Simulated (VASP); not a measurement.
# Ti in VASP: notebook, part 2 of 3

VASP 6.6.1. Earlier steps stand in the parts before.

## (3) Relaxation of cell and atoms, PBEsol, target pressure 60 GPa, at which the enthalpy is minimised

This run uses another cell than the first one, of 12.71 Å³/atom.

Contents of INCAR:

```
SYSTEM = Ti
PREC = Accurate ; ENCUT = 600
EDIFF = 1E-6 ; ISMEAR = 0
SIGMA = 0.1 ; LREAL = .False.
LASPH = .True. ; NELM = 100
ALGO = Normal ; ISIF = 3
LWAVE = .False. ; LCHARG = .False.
GGA = PS ; IBRION = 2
NSW = 70 ; EDIFFG = -0.008
PSTRESS = 600.0
```

Contents of KPOINTS:

```
regular mesh
0
Gamma
  20 20 20
  0 0 0
```

Contents of POSCAR:

```
Ti
1.0
    0.0000000000      1.8525156750      1.8525156750
    1.8525156750      0.0000000000      1.8525156750
    1.8525156750      1.8525156750      0.0000000000
Ti
1
Direct
    0.0000000000      0.0000000000      0.0000000000
```

Potentials or basis: VASP PAW PBE potentials, release 64 (Ti_sv).

Run with:

```console
$ cat potpaw_PBE.64/Ti_sv/POTCAR > POTCAR
$ mpirun -np 1 vasp_std > vasp.out
```

OUTCAR:

```text
SYSTEM = Ti
   PREC = Accurate
   ENCUT = 600
   EDIFF = 1E-6
   ISMEAR = 0
   LREAL = .False.
   LASPH = .True.
   NELM = 100
   ISIF = 3
   GGA = PS
   IBRION = 2
   NSW = 70
   EDIFFG = -0.008
   PSTRESS = 600.0

 ion  position               nearest neighbor table
   1  0.000  0.000  0.000-

  LATTYP: Found a face centered cubic cell.
 ALAT       =     3.7050313500

  Lattice vectors:

 A1 = (   0.0000000000,   1.8525156750,   1.8525156750)
 A2 = (   1.8525156750,   0.0000000000,   1.8525156750)
 A3 = (   1.8525156750,   1.8525156750,   0.0000000000)

Analysis of symmetry for initial positions (statically):
=====================================================================
 Subroutine PRICEL returns:
 Original cell was already a primitive cell.

 Routine SETGRP: Setting up the symmetry group for a
 face centered cubic supercell.

 Subroutine GETGRP returns: Found 48 space group operations
 (whereof 48 operations were pure point group operations)
 out of a pool of 48 trial point group operations.

The static configuration has the point symmetry O_h .

Analysis of symmetry for dynamics (positions and initial velocities):
=====================================================================
 Subroutine PRICEL returns:
 Original cell was already a primitive cell.

 Routine SETGRP: Setting up the symmetry group for a
 face centered cubic supercell.

 Subroutine GETGRP returns: Found 48 space group operations
 (whereof 48 operations were pure point group operations)
 out of a pool of 48 trial point group operations.

The dynamic configuration has the point symmetry O_h .

 Subroutine INISYM returns: Found 48 space group operations
 (whereof 48 operations are pure point group operations),
 and found     1 'primitive' translations

----------------------------------------------------------------------------------------

                                     Primitive cell

  volume of cell :      12.7150

  direct lattice vectors                    reciprocal lattice vectors
     0.000000000  1.852515675  1.852515675    -0.269903249  0.269903249  0.269903249
     1.852515675  0.000000000  1.852515675     0.269903249 -0.269903249  0.269903249
     1.852515675  1.852515675  0.000000000     0.269903249  0.269903249 -0.269903249

  length of vectors
     2.619852792  2.619852792  2.619852792     0.467486141  0.467486141  0.467486141

  position of ions in fractional coordinates (direct lattice)
     0.000000000  0.000000000  0.000000000

  ion indices of the primitive-cell ions
   primitive index   ion index
                 1           1

----------------------------------------------------------------------------------------

 KPOINTS: regular mesh

Automatic generation of k-mesh.
 Grid dimensions read from file:
 generate k-points for:   20   20   20

 Generating k-lattice:

  Cartesian coordinates                     Fractional coordinates (reciprocal lattice)
    -0.013495162  0.013495162  0.013495162     0.050000000  0.000000000  0.000000000
     0.013495162 -0.013495162  0.013495162     0.000000000  0.050000000  0.000000000
[... 45 lines left out ...]
   ions per type =               1
   NGX,Y,Z   is equivalent  to a cutoff of  15.23, 15.23, 15.23 a.u.
   NGXF,Y,Z  is equivalent  to a cutoff of  30.46, 30.46, 30.46 a.u.
 SYSTEM =  Ti
   PREC   = accura    normal or accurate (medium, high low for compatibility)
   ISTART =      0    job   : 0-new  1-cont  2-samecut
   ICHARG =      2    charge: 1-file 2-atom 10-const
   ISPIN  =      1    spin polarized calculation?
   LNONCOLLINEAR =      F non collinear calculations
   LSORBIT =      F    spin-orbit coupling
   LASPH  =      T    aspherical Exc in radial PAW
   ENCUT  =  600.0 eV  44.10 Ry    6.64 a.u.   5.23  5.23  5.23*2*pi/ulx,y,z
   NELM   =    100;   NELMIN=  2; NELMDL= -5     # of ELM steps
   EDIFF  = 0.1E-05   stopping-criterion for ELM
   LREAL  =      F    real-space projection
   EDIFFG = -.8E-02   stopping-criterion for IOM
   NSW    =     70    number of steps for IOM
   IBRION =      2    ionic relax: 0-MD 1-quasi-New 2-CG
   NFREE  =      1    steps in history (QN), initial steepest desc. (CG)
   ISIF   =      3    stress and relaxation
   ISYM   =      2    0-nonsym 1-usesym 2-fastsym
   POTIM  = 0.5000    time-step for ionic-motion
   TEBEG  =    0.0;   TEEND  =   0.0 temperature during run
   PSTRESS=  600.0 pullay stress
   NELECT =      12.0000    total number of electrons
   NUPDOWN=      -1.0000    fix difference up-down
   EMIN   =  10.00;   EMAX   =-10.00  energy-range for DOS
   EFERMI =   0.00;   METHOD = LEGACY
   ISMEAR =     0;   SIGMA  =   0.10  broadening in eV -4-tet -1-fermi 0-gaus
   EFERMI_NEDOS =   21; number of points for ismear=-14 and -15
   IALGO  =     38    algorithm
   IMIX   =      4    mixing-type and parameters
     AMIX     =   0.40;   BMIX     =  1.00
     AMIX_MAG =   1.60;   BMIX_MAG =  1.00
  volume/ion in A,a.u.               =      12.71        85.80
  Fermi-wavevector in a.u.,A,eV,Ry     =   1.605819  3.034559 35.084742  2.578656
  Thomas-Fermi vector in A             =   2.702105
   LORBIT       =      0    0 simple, 1 ext, 2 COOP (PROOUT), +10 PAW based schemes
   GGA     = PS    functional components
   LHFCALC =     F    Hartree Fock is set to
   AEXX    =    0.0000 exact exchange contribution
   IVDW    =     0    specifies the selected vdW correction
   LEPSILON=     F    determine dielectric tensor
   LRPA    =     F    only Hartree local field effects (RPA)
 conjugate gradient relaxation of ions
 non-spin polarized calculation
 Gauss-broadening in eV      SIGMA  =   0.10
  energy-cutoff  :      600.00
  volume of cell :       12.71
 maximum number of plane-waves:       444
 NGX is ok and might be reduce to    24
   NGX = 11   NGY = 11   NGZ = 11

--------------------------------------- Ionic step        1  -------------------------------------------

 number of electron      12.0000001 magnetization

 Free energy of the ion-electron system (eV)
  ---------------------------------------------------
  ext. energy  EPLUGINS =         0.00000000
  ---------------------------------------------------
  free energy    TOTEN  =        -7.80603275 eV

  energy without entropy =       -7.80037824  energy(sigma->0) =       -7.80320549

------------------------ aborting loop because EDIFF is reached ----------------------------------------

  FORCE on cell =-STRESS in cart. coord.  units (eV):
  Direction    XX          YY          ZZ          XY          YZ          ZX
  --------------------------------------------------------------------------------------
  -------------------------------------------------------------------------------------
  Total        3.7567610      3.7567610      3.7567610      0.0000000      0.0000000     -0.0000000
  in kB      473.3784410    473.3784410    473.3784410      0.0000000      0.0000000     -0.0000000
  external PRESSURE =    -126.6215590 kB  Pullay stress =     600.0000000 kB
[... 209 lines left out ...]
--------------------------------------- Ionic step        7  -------------------------------------------

 number of electron      11.9999999 magnetization

 Free energy of the ion-electron system (eV)
  ---------------------------------------------------
  ext. energy  EPLUGINS =         0.00000000
  ---------------------------------------------------
  free energy    TOTEN  =        -7.60702464 eV

  energy without entropy =       -7.60166673  energy(sigma->0) =       -7.60434569

 E-fermi :  12.4905     XC(G=0): -13.4707

 val. band max:       12.4792592733   @ k =  -0.3000   0.1500   0.0500
 cond. band min:      12.4911916192   @ k =  -0.2000   0.2500   0.0500
 fundamental gap:      0.0119323459
 Fermi energy:        12.4904642914

 k-point     1 :       0.0000    0.0000    0.0000
  band No.  band energies     occupation
      1     -43.6416      2.00000
      2     -18.8036      2.00000
      3     -18.8036      2.00000
      4     -18.8036      2.00000
      5       5.8430      2.00000
      6      13.4631      0.00000
      7      13.4631      0.00000
      8      13.4631      0.00000
      9      16.0911      0.00000
     10      16.0911      0.00000
[... 287 lines left out ...]
 k-point    24 :      -0.3500    0.0500    0.0000
  band No.  band energies     occupation
      1     -43.2238      2.00000
      2     -20.5109      2.00000
      3     -19.0611      2.00000
      4     -18.9922      2.00000
      5       9.0090      2.00000
      6      13.1964      0.00000
      7      13.4486      0.00000
      8      13.5178      0.00000
      9      16.9304      0.00000
     10      17.6097      0.00000

 [... further k-points ...]

------------------------ aborting loop because EDIFF is reached ----------------------------------------

  FORCE on cell =-STRESS in cart. coord.  units (eV):
  Direction    XX          YY          ZZ          XY          YZ          ZX
  --------------------------------------------------------------------------------------
  -------------------------------------------------------------------------------------
  Total        4.5357500      4.5357500      4.5357500     -0.0000000      0.0000000     -0.0000000
  in kB      599.6655612    599.6655612    599.6655612     -0.0000000      0.0000000     -0.0000000
  external PRESSURE =      -0.3344388 kB  Pullay stress =     600.0000000 kB
[... 20 lines left out ...]
  energy  without entropy=       -7.6016667321  energy(sigma->0) =       -7.60434569

  enthalpy is  TOTEN    =        -3.0687450431 eV   P V=        4.5382795989

 reached required accuracy - stopping structural energy minimisation
```

OSZICAR:

```text
N       E                     dE             d eps       ncg     rms          rms(c)
DAV:   1     0.820567857263E+02    0.82057E+02   -0.74566E+03  5128   0.171E+03
DAV:   2    -0.420470590898E+01   -0.86261E+02   -0.84471E+02  5284   0.335E+02
[... 61 lines left out ...]
       N       E                     dE             d eps       ncg     rms          rms(c)
DAV:   1    -0.760708444488E+01    0.26274E-02   -0.14756E-03  5488   0.620E-01    0.787E-02
DAV:   2    -0.760702447300E+01    0.59972E-04   -0.17437E-04  5736   0.197E-01    0.173E-02
DAV:   3    -0.760702126112E+01    0.32119E-05   -0.28895E-05  5900   0.541E-02    0.675E-03
DAV:   4    -0.760702297993E+01   -0.17188E-05   -0.42340E-06  5884   0.168E-02    0.332E-03
DAV:   5    -0.760702433080E+01   -0.13509E-05   -0.24144E-06  5694   0.920E-03    0.264E-03
DAV:   6    -0.760702464191E+01   -0.31111E-06   -0.29234E-07  2578   0.555E-03
   7 F= -.30687450E+01 E0= -.30660661E+01  d E =-.438539E-05
```

CONTCAR:

```text
Ti
   1.00000000000000
     0.0000000000000000    1.8230847646480088    1.8230847646480088
     1.8230847646480088    0.0000000000000000    1.8230847646480088
     1.8230847646480088    1.8230847646480088    0.0000000000000000
  Ti
     1
Direct
     0.0000000000000000    0.0000000000000000    0.0000000000000000

  0.00000000E+00  0.00000000E+00  0.00000000E+00
```

Wall time 1.7 min (1 thread of AMD EPYC 9R45 (Zen 5), shared host); peak memory 0.15 GiB.

Results:

| Property | Result |
| --- | --- |
| Free energy | -7.6070 eV |
| Relaxed volume | 12.12 Å³/atom |
| Relaxed cell | a = 2.578 Å, b = 2.578 Å, c = 2.578 Å, α = 60.00°, β = 60.00°, γ = 60.00° |
| Space group after relaxing (to 0.1 Å) | Fm-3m (No. 225) |
| Energy change on relaxing (the run minimises the enthalpy) | +199.0 meV/atom |
| Ionic steps | 7 |
| Pressure after relaxing | 60.0 GPa |
| Band gap on the k mesh | zero (bands 6 and 7 overlap by 1.47 eV) |

Step by step:
```tsv
step	energy change (eV)	largest force (eV/Å)	pressure (GPa)	volume (Å³)
1	0.0000	0.0000	47.34	12.71
2	0.7458	0.0000	92.33	10.95
3	0.1913	0.0000	59.62	12.14
4	0.1972	0.0000	59.83	12.12
5	0.2019	0.0000	60.13	12.11
6	0.1963	0.0000	59.88	12.13
7	0.1990	0.0000	59.97	12.12
```

Final structure:
```
CELL_PARAMETERS angstrom
0.00000 1.82308 1.82308
1.82308 0.00000 1.82308
1.82308 1.82308 0.00000
ATOMIC_POSITIONS crystal
Ti 0.00000 0.00000 0.00000
```

Levels at points of the mesh, in eV from the Fermi level:
```csv
k point,band 4,band 5,band 6,band 7,band 8,band 9
"(0.00, 0.00, 0.00)",-31.29,-6.65,0.97,0.97,0.97,3.60
"(0.50, 0.00, 0.00)",-31.53,-3.56,0.73,0.73,2.17,5.38
"(0.50, 0.50, 0.00)",-31.98,-4.18,-3.04,5.27,5.36,5.86
```

Caveat: the cell is relaxed towards a set pressure, so the run minimises the enthalpy, not the energy; the PAW data sets were made with another functional, which shifts forces and pressure a little.

## (4) Relaxation of cell and atoms, PBEsol, target pressure -3 GPa, at which the enthalpy is minimised

This run uses another cell than the first one, of 17.16 Å³/atom.

Contents of INCAR:

```
SYSTEM = Ti
PREC = Accurate ; ENCUT = 600
EDIFF = 1E-6 ; ISMEAR = 0
SIGMA = 0.1 ; LREAL = .FALSE.
LASPH = .TRUE. ; NELM = 80
ALGO = Fast ; ISIF = 3
LWAVE = .FALSE. ; LCHARG = .FALSE.
GGA = PS ; IBRION = 2
NSW = 70 ; EDIFFG = -0.008
PSTRESS = -30.0
```

Contents of KPOINTS:

```
regular mesh
0
G
  18 18 18
  0 0 0
```

Contents of POSCAR:

```
Ti
1.0
    0.0000000000      2.0471361778      2.0471361778
    2.0471361778      0.0000000000      2.0471361778
    2.0471361778      2.0471361778      0.0000000000
Ti
1
Direct
    0.0000000000      0.0000000000      0.0000000000
```

Run with:

```console
$ cat potpaw_PBE.64/Ti_sv/POTCAR > POTCAR
$ mpirun -np 1 vasp_std > vasp.out
```

Wall time 76 s (1 thread of AMD EPYC 9R45 (Zen 5), shared host); peak memory 0.14 GiB.

It converged, with:

```yaml
Free_energy: -8.2837 eV
Relaxed_volume: 17.07 Å³/atom
Relaxed_cell: a = 2.890 Å, b = 2.890 Å, c = 2.890 Å, α = 60.00°, β = 60.00°, γ = 60.00°
Space_group_after_relaxing_to_0.1_Å: Fm-3m (No. 225)
Energy_change_on_relaxing_the_run_minimises_the_enthalpy: -1.7 meV/atom
Ionic_steps: 2
Pressure_after_relaxing: -2.9 GPa
Band_gap_on_the_k_mesh: zero (bands 6 and 7 overlap by 1.33 eV)
```

Step by step:
```csv
step,energy change (eV),largest force (eV/Å),pressure (GPa),volume (Å³)
1,0.0000,0.0000,-3.33,17.16
2,-0.0017,0.0000,-2.93,17.07
```

Final structure:
```
CELL_PARAMETERS angstrom
0.00000 2.04362 2.04362
2.04362 0.00000 2.04362
2.04362 2.04362 0.00000
ATOMIC_POSITIONS crystal
Ti 0.00000 0.00000 0.00000
```

Levels at points of the mesh, in eV from the Fermi level:
| k point | band 4 | band 5 | band 6 | band 7 | band 8 | band 9 |
| --- | --- | --- | --- | --- | --- | --- |
| (0.00, 0.00, 0.00) | -32.38 | -6.14 | 0.89 | 0.89 | 0.89 | 2.55 |
| (0.50, 0.00, 0.00) | -32.48 | -2.64 | 0.69 | 0.76 | 0.76 | 3.66 |
| (0.50, 0.50, 0.00) | -32.64 | -2.65 | -1.76 | 2.92 | 3.64 | 3.95 |

Caveat: the cell is relaxed towards a set pressure, so the run minimises the enthalpy, not the energy; the PAW data sets were made with another functional, which shifts forces and pressure a little.

## (5) Single point, PBEsol (biaxial strain in the a-b plane: -4.0 %)

Contents of INCAR:

```
SYSTEM = Ti
ALGO = Fast ; EDIFF = 1E-6
ENCUT = 520 ; GGA = PS
ISIF = 2 ; ISMEAR = 0
LASPH = .TRUE. ; LCHARG = .TRUE.
LELF = .TRUE. ; LREAL = .FALSE.
LVHAR = .TRUE. ; LWAVE = .FALSE.
NBANDS = 19 ; NELM = 80
PREC = Accurate ; SIGMA = 0.1
```

Contents of KPOINTS:

```
k-points
0
G
  18 18 14
  0 0 0
```

Contents of POSCAR:

```
Ti
1.0
    1.9468043053      1.9468043053      0.0000000000
   -1.9468043053      1.9468043053      0.0000000000
    0.0000000000      0.0000000000      4.1531825179
Ti
2
Direct
    0.0000000000      0.0000000000      0.0000000000
    0.5000000000      0.5000000000      0.5000000000
```

Run with:

```console
$ cat potpaw_PBE.64/Ti_sv/POTCAR > POTCAR
$ mpirun -np 1 vasp_std > vasp.out
```

It took 12 min on 1 thread of Intel Xeon 8259CL, shared host; peak memory 0.32 GiB.

It converged, with:

```
Free energy            : -16.5273 eV
Pressure               : 6.3 GPa
Band gap on the k mesh : zero (bands 12 and 13 overlap by 1.38 eV)
```

Stress tensor (GPa, compression positive):
```
7.04 0.00 0.00
0.00 7.04 0.00
0.00 0.00 4.96
```

Levels at points of the mesh, in eV from the Fermi level:
| k point | band 9 | band 10 | band 11 | band 12 | band 13 | band 14 | band 15 | band 16 |
| --- | --- | --- | --- | --- | --- | --- | --- | --- |
| (0.00, 0.00, 0.00) | -6.30 | -2.94 | -1.89 | 0.56 | 1.16 | 1.16 | 2.42 | 2.53 |
| (0.50, 0.00, 0.00) | -1.96 | -1.96 | -0.62 | -0.62 | -0.08 | -0.08 | 1.96 | 1.96 |
| (0.50, 0.50, 0.00) | -2.93 | -2.93 | -2.01 | -2.01 | 3.78 | 3.78 | 3.98 | 3.98 |
| (0.00, 0.00, 0.50) | -4.02 | -4.02 | -0.81 | -0.81 | 0.90 | 0.90 | 2.44 | 2.44 |
| (0.50, 0.00, 0.50) | -2.82 | -2.82 | 0.49 | 0.49 | 0.95 | 0.95 | 1.11 | 1.11 |
| (0.50, 0.50, 0.50) | -1.93 | -1.93 | -0.34 | -0.34 | -0.34 | -0.34 | 2.25 | 2.25 |

Caveat: the cell differs from its parent crystal (biaxial strain in the a-b plane: -4.0 %); the cell stands under pressure; the PAW data sets were made with another functional, which shifts forces and pressure a little.

## (6) Single point, PBEsol (biaxial strain in the a-b plane: -2.0 %)

Contents of INCAR:

```
ALGO = Fast
EDIFF = 1E-7
ENCUT = 520
GGA = PS
ISIF = 2
ISMEAR = 0
LASPH = True
LCHARG = True
LELF = True
LREAL = False
LVHAR = True
LWAVE = False
NBANDS = 19
NELM = 100
PREC = Accurate
SIGMA = 0.1
```

Contents of KPOINTS:

```
k-points
0
Gamma
  18 18 14
```

Contents of POSCAR:

```
Ti
1.0
    1.9873627283      1.9873627283      0.0000000000
   -1.9873627283      1.9873627283      0.0000000000
    0.0000000000      0.0000000000      4.1045124103
Ti
2
Direct
    0.0000000000      0.0000000000      0.0000000000
    0.5000000000      0.5000000000      0.5000000000
```

Potentials or basis: VASP PAW PBE potentials, release 64 (Ti_sv).

Run with:

```console
$ cat potpaw_PBE.64/Ti_sv/POTCAR > POTCAR
$ mpirun -np 1 vasp_std > vasp.out
```

Wall time 16 min (1 thread of Intel Xeon 8259CL, shared host); peak memory 0.33 GiB.

Results (log left out):

| Property | Result |
| --- | --- |
| Free energy | -16.5636 eV |
| Pressure | 2.8 GPa |
| Band gap on the k mesh | zero (bands 12 and 13 overlap by 1.31 eV) |

Stress tensor (GPa, compression positive):
```
3.19 0.00 0.00
0.00 3.19 0.00
0.00 0.00 1.99
```

Levels at points of the mesh, in eV from the Fermi level:
```csv
k point,band 8,band 9,band 10,band 11,band 12,band 13,band 14,band 15,band 16,band 17
"(0.00, 0.00, 0.00)",-32.23,-6.26,-2.84,-1.86,0.73,1.01,1.01,2.53,2.77,2.86
"(0.50, 0.00, 0.00)",-32.32,-2.05,-2.05,-0.49,-0.49,-0.07,-0.07,1.85,1.85,2.65
"(0.50, 0.50, 0.00)",-32.51,-2.83,-2.83,-1.93,-1.93,3.38,3.38,3.87,3.87,4.11
"(0.00, 0.00, 0.50)",-32.36,-3.94,-3.94,-0.72,-0.72,1.05,1.05,2.27,2.27,2.27
"(0.50, 0.00, 0.50)",-32.32,-2.76,-2.76,0.63,0.63,0.83,0.83,0.93,0.93,3.84
"(0.50, 0.50, 0.50)",-32.52,-1.77,-1.77,-0.37,-0.37,-0.37,-0.37,2.22,2.22,4.33
```

Caveat: the cell differs from its parent crystal (biaxial strain in the a-b plane: -2.0 %); the PAW data sets were made with another functional, which shifts forces and pressure a little.

(Continued in part 3 of 3.)
